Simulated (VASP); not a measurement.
**Ca2B: single point with PBE**

Ca2B, a sheet with vacuum:

```
Ca B
1.0
     4.30187    0.00000    0.00000
    -2.15093    3.72553    0.00000
     0.00000    0.00000   26.28342
Ca B
2 1
Cartesian
  2.1509 1.2418 8.6916
  0.0000 2.4837 6.3084
  -2.1509 3.7255 7.5000
```

The cell was built from a structure type or drawn by symmetry, and may not be a known phase.

| Property | Result |
| --- | --- |
| Program | VASP 6.6.1 |
| Task | single point |
| Functional | PBE |
| Potentials or basis | VASP PAW PBE potentials, release 64 (Ca_sv, B) |
| Cutoff | 520 eV |
| k mesh | 6 × 6 × 1 |
| Occupations | gaussian, width 0.1 eV |
| Spin | no spin polarisation |

The largest force is 0.205 eV/Å. The band gap on the k mesh is zero (an odd number of electrons rules out a gap without spin polarisation).

Forces in eV/Å, atoms in the order of the input:
```
Ca   0.000  0.000  0.205
Ca   0.000  0.000 -0.205
B    0.000  0.000  0.000
```

Levels at points of the mesh, in eV from the Fermi level:
```tsv
k point	band 9	band 10	band 11	band 12	band 13	band 14
(0.00, 0.00, 0.00)	-5.91	-1.82	-0.01	-0.01	0.01	0.75
(0.50, 0.00, 0.00)	-5.03	-1.69	-0.10	0.14	1.02	1.72
```

It took 72 s on 1 thread of AMD EPYC 9R45 96-Core Processor (Zen 5) (shared host), peak memory 0.45 GiB.
